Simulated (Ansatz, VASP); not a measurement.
Two plane-wave programs on RuC4

```
Ru C
1.0
     2.70265    0.00000    0.00000
    -1.35132    2.34056    0.00000
     0.00000    0.00000    6.20358
Ru C
1 4
Direct
  0.00000 0.00000 0.00000
  0.33333 0.66667 0.78019
  0.33333 0.66667 0.54326
  0.66667 0.33333 0.21981
  0.66667 0.33333 0.45674
```

Change from the starting cell: species swapped into the Co4H type (P-3m1, No. 164).

Alike in both runs: functional PBE; k mesh 6 × 6 × 4; occupations gaussian, width 0.1 eV; no spin polarisation.

Ansatz relaxed the structure, and its values are those at the end. VASP's run is a single point on that final structure, the one shown.

```csv
,VASP,Ansatz
version,VASP 6.6.1,Ansatz 0.2.0
potentials or method,"VASP PAW PBE potentials, release 64 (Ru_sv, C), cutoff 600 eV","scalar-relativistic, plane waves, PAW"
valence electrons in the cell,32,32
```

Ansatz gave:

```
gap on the k mesh at the Fermi level (eV) : none
pressure (GPa)                            : 0.0
rms of the force components (eV/Å)        : 0.016
```

Problem. Estimate VASP's values.

Solution. gap on the k mesh at the Fermi level (eV): none; pressure (GPa): -0.3; rms of the force components (eV/Å): 0.037.

A gap of «none» marks a metal or a gap that the smearing closes.

The k mesh is coarse, so the values compare programs but aren't converged.
